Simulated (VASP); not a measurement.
# Al2Cu (P4/mmm) in VASP: a series of runs

The runs below take Al2Cu through single point, with r2SCAN.

All numbers are computed with VASP 6.6.1; they aren't measurements. Logs are shortened: lines on timing, memory, paths and dates and some standing lists are left out, and cuts for length are marked.

**1. The cell of the first run**

It takes space group P4/mmm (No. 123, tetragonal). The conventional cell has a = 4.105 Å, b = 4.105 Å, c = 2.891 Å, α = 90.00°, β = 90.00°, γ = 90.00°. Al (site symmetry mmm) has 4 Cu at 2.51 Å and 6 Al at 2.89 to 2.90 Å within 3.3 Å. Cu (site symmetry 4/mmm) has 8 Al at 2.51 Å and 2 Cu at 2.89 Å within 3.3 Å.

**2. Single point, r2SCAN**

POSCAR reads:

```
Al2Cu
1.0
    4.1051820000      0.0000000000      0.0000000000
    0.0000000000      4.1051820000      0.0000000000
    0.0000000000      0.0000000000      2.8913130000
Al Cu
2 1
Direct
    0.5000000000      0.0000000000      0.5000000000
    0.0000000000      0.5000000000      0.5000000000
    0.0000000000      0.0000000000      0.0000000000
```

INCAR.step1 reads:

```
SYSTEM = Al2Cu
PREC     = Accurate       ! precision mode
ENCUT    = 520            ! plane-wave cutoff, eV
ISMEAR   = -1             ! smearing method
SIGMA    = 0.05           ! smearing width, eV
LREAL    = .False.        ! projectors in reciprocal space
LASPH    = .True.         ! aspherical terms in the spheres
NELM     = 80             ! most SCF steps
NBANDS   = 16             ! bands
GGA      = PE             ! functional
ALGO     = Normal         ! electronic algorithm
EDIFF    = 1E-4           ! SCF threshold, eV
LWAVE    = .True.         ! write WAVECAR
LCHARG   = .False.        ! write CHGCAR
```

INCAR.step2 reads:

```
SYSTEM = Al2Cu
PREC     = Accurate       ! precision mode
ENCUT    = 520            ! plane-wave cutoff, eV
EDIFF    = 1E-6           ! SCF threshold, eV
ISMEAR   = -1             ! smearing method
SIGMA    = 0.05           ! smearing width, eV
LREAL    = .False.        ! projectors in reciprocal space
LASPH    = .True.         ! aspherical terms in the spheres
NELM     = 80             ! most SCF steps
ALGO     = Normal         ! electronic algorithm
ISIF     = 2              ! what is computed and relaxed
LWAVE    = .False.        ! write WAVECAR
LCHARG   = .True.         ! write CHGCAR
METAGGA  = R2SCAN         ! meta-GGA
LMIXTAU  = .True.       
LELF     = .True.         ! ELF
LVHAR    = .True.       
NBANDS   = 16             ! bands
ISTART   = 1
```

KPOINTS reads:

```
Automatic mesh
0
Gamma
  10 10 14
  0 0 0
```

Potentials or basis: VASP PAW PBE potentials, release 64 (Al, Cu).

Launch:

```
cat potpaw_PBE.64/Al/POTCAR potpaw_PBE.64/Cu/POTCAR > POTCAR
cp INCAR.step1 INCAR
mpirun -np 1 vasp_std > vasp.out
cp INCAR.step2 INCAR
mpirun -np 1 vasp_std > vasp.out
```

OUTCAR:

```text
SYSTEM = Al2Cu
   PREC = Accurate
   ENCUT = 520
   EDIFF = 1E-6
   ISMEAR = -1
   LREAL = .False.
   LASPH = .True.
   NELM = 80
   ISIF = 2
   METAGGA = R2SCAN
   ISTART = 1

 ion  position               nearest neighbor table
   1  0.500  0.000  0.500-   3 2.51   3 2.51   3 2.51   3 2.51   2 2.90   2 2.90   2 2.90   2 2.90

   2  0.000  0.500  0.500-   3 2.51   3 2.51   3 2.51   3 2.51   1 2.90   1 2.90   1 2.90   1 2.90

   3  0.000  0.000  0.000-   1 2.51   2 2.51   1 2.51   2 2.51   2 2.51   2 2.51   1 2.51   1 2.51

  LATTYP: Found a simple tetragonal cell.
 ALAT       =     4.1051820000
 C/A-ratio  =     0.7043081159

  Lattice vectors:

 A1 = (   4.1051820000,   0.0000000000,   0.0000000000)
 A2 = (   0.0000000000,   4.1051820000,   0.0000000000)
 A3 = (   0.0000000000,   0.0000000000,   2.8913130000)

Analysis of symmetry for initial positions (statically):
=====================================================================
 Subroutine PRICEL returns:
 Original cell was already a primitive cell.

 Routine SETGRP: Setting up the symmetry group for a
 simple tetragonal supercell.

 Subroutine GETGRP returns: Found 16 space group operations
 (whereof 16 operations were pure point group operations)
 out of a pool of 16 trial point group operations.

The static configuration has the point symmetry D_4h.

Analysis of symmetry for dynamics (positions and initial velocities):
=====================================================================
 Subroutine PRICEL returns:
 Original cell was already a primitive cell.

 Routine SETGRP: Setting up the symmetry group for a
 simple tetragonal supercell.

 Subroutine GETGRP returns: Found 16 space group operations
 (whereof 16 operations were pure point group operations)
 out of a pool of 16 trial point group operations.

The dynamic configuration has the point symmetry D_4h.

 Subroutine INISYM returns: Found 16 space group operations
 (whereof 16 operations are pure point group operations),
 and found     1 'primitive' translations

----------------------------------------------------------------------------------------

                                     Primitive cell

  volume of cell :      48.7259

  direct lattice vectors                    reciprocal lattice vectors
     4.105182000  0.000000000  0.000000000     0.243594559  0.000000000  0.000000000
     0.000000000  4.105182000  0.000000000     0.000000000  0.243594559  0.000000000
     0.000000000  0.000000000  2.891313000     0.000000000  0.000000000  0.345863627

  length of vectors
     4.105182000  4.105182000  2.891313000     0.243594559  0.243594559  0.345863627

  position of ions in fractional coordinates (direct lattice)
     0.500000000  0.000000000  0.500000000
     0.000000000  0.500000000  0.500000000
     0.000000000  0.000000000  0.000000000

  ion indices of the primitive-cell ions
   primitive index   ion index
                 1           1
                 2           2
                 3           3

----------------------------------------------------------------------------------------

 KPOINTS: Automatic mesh

Automatic generation of k-mesh.
 Grid dimensions read from file:
 generate k-points for:   10   10   14

 Generating k-lattice:

  Cartesian coordinates                     Fractional coordinates (reciprocal lattice)
     0.024359456  0.000000000  0.000000000     0.100000000  0.000000000  0.000000000
     0.000000000  0.024359456  0.000000000     0.000000000  0.100000000  0.000000000
     0.000000000  0.000000000  0.024704545     0.000000000  0.000000000  0.071428571

  Length of vectors
     0.024359456  0.024359456  0.024704545

  Shift w.r.t. Gamma in fractional coordinates (k-lattice)
     0.000000000  0.000000000  0.000000000

 Subroutine IBZKPT returns following result:
 ===========================================

 Found    168 irreducible k-points:

 Following reciprocal coordinates:
            Coordinates               Weight
  0.000000  0.000000  0.000000      1.000000
  0.100000  0.000000  0.000000      4.000000
  0.200000  0.000000  0.000000      4.000000
  0.300000  0.000000  0.000000      4.000000
  0.400000  0.000000  0.000000      4.000000
  0.500000  0.000000  0.000000      2.000000
[... 16 lines left out ...]
  0.100000  0.000000  0.071429      8.000000
  0.200000  0.000000  0.071429      8.000000
 [... further k-points ...]
   k-points           NKPTS =    168   k-points in BZ     NKDIM =    168   number of bands    NBANDS=     16
   number of dos      NEDOS =    301   number of ions     NIONS =      3
   total plane-waves  NPLWV =  24576
   dimension x,y,z NGX =    32 NGY =   32 NGZ =   24
   dimension x,y,z NGXF=    64 NGYF=   64 NGZF=   48
   ions per type =               2   1
   NGX,Y,Z   is equivalent  to a cutoff of  12.96, 12.96, 13.80 a.u.
   NGXF,Y,Z  is equivalent  to a cutoff of  25.92, 25.92, 27.60 a.u.
 SYSTEM =  Al2Cu
   PREC   = accura    normal or accurate (medium, high low for compatibility)
   ISTART =      1    job   : 0-new  1-cont  2-samecut
   ICHARG =      0    charge: 1-file 2-atom 10-const
   ISPIN  =      1    spin polarized calculation?
   LNONCOLLINEAR =      F non collinear calculations
   LSORBIT =      F    spin-orbit coupling
   LASPH  =      T    aspherical Exc in radial PAW
   ENCUT  =  520.0 eV  38.22 Ry    6.18 a.u.   7.63  7.63  5.38*2*pi/ulx,y,z
   NELM   =     80;   NELMIN=  2; NELMDL=  0     # of ELM steps
   EDIFF  = 0.1E-05   stopping-criterion for ELM
   LREAL  =      F    real-space projection
[... 7 lines left out ...]
   TEBEG  =    0.0;   TEEND  =   0.0 temperature during run
   PSTRESS=    0.0 pullay stress
   NELECT =      17.0000    total number of electrons
   NUPDOWN=      -1.0000    fix difference up-down
   EMIN   =  10.00;   EMAX   =-10.00  energy-range for DOS
   EFERMI =   0.00;   METHOD = LEGACY
   ISMEAR =    -1;   SIGMA  =   0.05  broadening in eV -4-tet -1-fermi 0-gaus
   EFERMI_NEDOS =   21; number of points for ismear=-14 and -15
   IALGO  =     38    algorithm
   IMIX   =      4    mixing-type and parameters
     AMIX     =   0.40;   BMIX     =  1.00
     AMIX_MAG =   1.60;   BMIX_MAG =  1.00
  volume/ion in A,a.u.               =      16.24       109.61
  Fermi-wavevector in a.u.,A,eV,Ry     =   1.152492  2.177894 18.071765  1.328237
  Thomas-Fermi vector in A             =   2.289142
   LORBIT       =      0    0 simple, 1 ext, 2 COOP (PROOUT), +10 PAW based schemes
   METAGGA = R2SCAN    functional components
   LHFCALC =     F    Hartree Fock is set to
   AEXX    =    0.0000 exact exchange contribution
   IVDW    =     0    specifies the selected vdW correction
   LEPSILON=     F    determine dielectric tensor
   LRPA    =     F    only Hartree local field effects (RPA)
 non-spin polarized calculation
  energy-cutoff  :      520.00
  volume of cell :       48.73
 maximum number of plane-waves:      1339
 NGX is ok and might be reduce to    32
   NGX = 15   NGY = 15   NGZ = 11

 number of electron      16.9999979 magnetization

 Free energy of the ion-electron system (eV)
  ---------------------------------------------------
  ext. energy  EPLUGINS =         0.00000000
  ---------------------------------------------------
  free energy    TOTEN  =       -24.40977851 eV

  energy without entropy =      -24.40277989  energy(sigma->0) =      -24.40627920

 E-fermi :   7.0499     XC(G=0): -11.1168

 val. band max:        7.0463973021   @ k =   0.5000   0.1000   0.3571
 cond. band min:       7.0526036738   @ k =   0.4000   0.2000   0.2143
 fundamental gap:      0.0062063717
 Fermi energy:         7.0499083978

 k-point     1 :       0.0000    0.0000    0.0000
  band No.  band energies     occupation
      1      -4.0047      2.00000
      2       1.5084      2.00000
      3       2.0182      2.00000
      4       2.6729      2.00000
      5       2.9079      2.00000
      6       2.9079      2.00000
[... 8 lines left out ...]
     15      14.4923      0.00000
     16      20.4635      0.00000

 k-point     2 :       0.1000    0.0000    0.0000
  band No.  band energies     occupation
      1      -3.9154      2.00000
      2       1.4515      2.00000
      3       1.9963      2.00000
      4       2.6452      2.00000
      5       2.9047      2.00000
      6       2.9084      2.00000
[... 8 lines left out ...]
     15      15.8431      0.00000
     16      20.0641      0.00000

 k-point     3 :       0.2000    0.0000    0.0000
  band No.  band energies     occupation
      1      -3.6510      2.00000
      2       1.1395      2.00000
      3       1.9500      2.00000
      4       2.5807      2.00000
      5       2.8963      2.00000
      6       2.9097      2.00000
[... 8 lines left out ...]
     15      17.7282      0.00000
     16      19.1704      0.00000

 k-point     4 :       0.3000    0.0000    0.0000
  band No.  band energies     occupation
      1      -3.2263      2.00000
      2       0.3973      2.00000
      3       1.9363      2.00000
      4       2.5128      2.00000
      5       2.7553      2.00000
      6       2.8861      2.00000
[... 8 lines left out ...]
     15      18.1772      0.00000
     16      19.7705      0.00000

 k-point     5 :       0.4000    0.0000    0.0000
  band No.  band energies     occupation
      1      -2.6957      2.00000
      2      -0.4680      2.00000
      3       1.9480      2.00000
      4       2.4649      2.00000
      5       2.6487      2.00000
      6       2.8779      2.00000
[... 8 lines left out ...]
     15      17.3232      0.00000
     16      19.4166      0.00000

 k-point     6 :       0.5000    0.0000    0.0000
  band No.  band energies     occupation
      1      -2.3492      2.00000
      2      -0.9434      2.00000
      3       1.9552      2.00000
      4       2.4478      2.00000
      5       2.6282      2.00000
      6       2.8747      2.00000
[... 8 lines left out ...]
     15      16.9302      0.00000
     16      18.7991      0.00000
[... 267 lines left out ...]
 k-point    21 :       0.5000    0.5000    0.0000
  band No.  band energies     occupation
      1      -0.4350      2.00000
      2       0.3119      2.00000
      3       0.3119      2.00000
      4       1.4468      2.00000
      5       2.5960      2.00000
      6       2.7239      2.00000
[... 8 lines left out ...]
     15      17.9391      0.00000
     16      18.0144      0.00000

 k-point    22 :       0.0000    0.0000    0.0714
  band No.  band energies     occupation
      1      -3.9070      2.00000
      2       1.5401      2.00000
      3       2.0528      2.00000
      4       2.6822      2.00000
      5       2.8069      2.00000
      6       2.8069      2.00000
[... 8 lines left out ...]
     15      15.9478      0.00000
     16      19.5446      0.00000

 k-point    23 :       0.1000    0.0000    0.0714
  band No.  band energies     occupation
      1      -3.8178      2.00000
      2       1.4847      2.00000
      3       2.0320      2.00000
      4       2.6528      2.00000
      5       2.7939      2.00000
      6       2.8141      2.00000
[... 8 lines left out ...]
     15      16.3882      0.00000
     16      18.9171      0.00000

 k-point    24 :       0.2000    0.0000    0.0714
  band No.  band energies     occupation
      1      -3.5537      2.00000
      2       1.1837      2.00000
      3       1.9857      2.00000
      4       2.5894      2.00000
      5       2.7494      2.00000
      6       2.8249      2.00000
[... 8 lines left out ...]
     15      17.7879      0.00000
     16      17.8968      0.00000

 [... further k-points ...]

------------------------ aborting loop because EDIFF is reached ----------------------------------------

  FORCE on cell =-STRESS in cart. coord.  units (eV):
  Direction    XX          YY          ZZ          XY          YZ          ZX
  --------------------------------------------------------------------------------------
  -------------------------------------------------------------------------------------
  Total       -0.6034492     -0.6034492     -0.9104787      0.0000000      0.0000000      0.0000000
  in kB      -19.8422709    -19.8422709    -29.9378385      0.0000000      0.0000000      0.0000000
  external PRESSURE =     -23.2074601 kB  Pullay stress =       0.0000000 kB

 VOLUME and BASIS-vectors are now :
 -----------------------------------------------------------------------------
  energy-cutoff  :      520.00
  volume of cell :       48.73
      direct lattice vectors                 reciprocal lattice vectors
     4.105182000  0.000000000  0.000000000     0.243594559  0.000000000  0.000000000
     0.000000000  4.105182000  0.000000000     0.000000000  0.243594559  0.000000000
     0.000000000  0.000000000  2.891313000     0.000000000  0.000000000  0.345863627

 POSITION                                       TOTAL-FORCE (eV/Angst)
 -----------------------------------------------------------------------------------
      2.05259      0.00000      1.44566         0.000000      0.000000      0.000000
      0.00000      2.05259      1.44566         0.000000      0.000000      0.000000
      0.00000      0.00000      0.00000         0.000000      0.000000      0.000000
 -----------------------------------------------------------------------------------
    total drift:                                0.000000     -0.000000      0.000000

  FREE ENERGIE OF THE ION-ELECTRON SYSTEM (eV)
  ---------------------------------------------------
  free  energy   TOTEN  =       -24.4097785093 eV

  energy  without entropy=      -24.4027798949  energy(sigma->0) =      -24.40627920
```

Wall time 2.7 min (1 thread of Intel Xeon 6975P-C (Granite Rapids), shared host); peak memory 0.26 GiB.

Results:

```
Free energy            : -24.4098 eV
Pressure               : -2.3 GPa
Band gap on the k mesh : zero (an odd number of electrons rules out a gap without spin polarisation)
```

Levels at points of the mesh, in eV from the Fermi level:
```
           k point  band 7  band 8  band 9  band 10  band 11  band 12
(0.00, 0.00, 0.00)   -2.52   -2.52    0.10     1.09     6.42     6.68
(0.50, 0.00, 0.00)   -4.14   -1.13    1.67     1.99     2.18     7.88
(0.50, 0.50, 0.00)   -4.17   -4.17   -2.50     8.99     8.99     9.83
(0.00, 0.00, 0.50)   -3.10    2.68    2.68     2.68     2.89     2.89
(0.50, 0.00, 0.50)   -3.20   -2.56   -1.73     3.92     4.19     4.58
(0.50, 0.50, 0.50)   -2.40   -2.40   -0.97    -0.83     0.10     0.10
```

Caveat: the PAW data sets were made with another functional, which shifts forces and pressure a little.

[end of part 1 of 2]

The gap in the log of VASP goes by the Fermi energy; the results here count the filled bands.